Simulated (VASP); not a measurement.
A run of VASP 6.6.1 is set up as follows.

Contents of INCAR:

```
PREC     = Accurate       # precision mode
ENCUT    = 520            # plane-wave cutoff, eV
EDIFF    = 1E-6           # SCF threshold, eV
ISMEAR   = 0              # smearing method
SIGMA    = 0.05           # smearing width, eV
LREAL    = False          # projectors in reciprocal space
LASPH    = True           # aspherical terms in the spheres
NELM     = 80             # most SCF steps
ALGO     = Normal         # electronic algorithm
ISIF     = 2              # what is computed and relaxed
LWAVE    = False          # write WAVECAR
LCHARG   = False          # write CHGCAR
GGA      = CA             # functional
NBANDS   = 26             # bands
```

File KPOINTS:

```
regular mesh
0
Gamma
  10 10 3
```

POSCAR

```
SiC
1.0
   -3.0759982064      0.0000000000      0.0000000000
   -1.5379991032     -2.6638925888      0.0000000000
    0.0000000000      0.0000000000     14.5960000000
Si C
4 4
Direct
    0.3333333333      0.3333333333      0.4521964922
    0.3333333333      0.3333333333      0.1063483146
    0.6666666667      0.6666666667      0.6251205810
    0.6666666667      0.6666666667      0.2792724034
    0.3333333333      0.3333333333      0.5853480406
    0.3333333333      0.3333333333      0.2394998630
    0.6666666667      0.6666666667      0.0665757742
    0.6666666667      0.6666666667      0.4124239518
```

Potentials or basis: VASP PAW LDA potentials, release 64 (Si, C).

Command:

```bash
$ cat potpaw_LDA.64/Si/POTCAR potpaw_LDA.64/C/POTCAR > POTCAR
$ mpirun -np 1 vasp_std > vasp.out
```

Problem. Predict the largest force.

Solution. 2.180 eV/Å.

Problem. What does it give for the band gap on the k mesh?

Solution. Zero (bands 16 and 17 overlap by 0.24 eV).

Forces on the atoms (eV/Å):
```
Si   0.000  0.000 -0.160
Si   0.000  0.000 -2.180
Si   0.000  0.000 -0.457
Si   0.000  0.000 -0.204
C    0.000  0.000  0.477
C    0.000  0.000  0.423
C    0.000  0.000  2.174
C    0.000  0.000 -0.073
```

Caveat: the cell differs from its parent crystal (the distance across one plane changed); semilocal functionals underestimate gaps, and a narrow one can read as zero; forces of over 1 eV/Å act on the atoms, so gaps and moduli don't describe the material at rest.
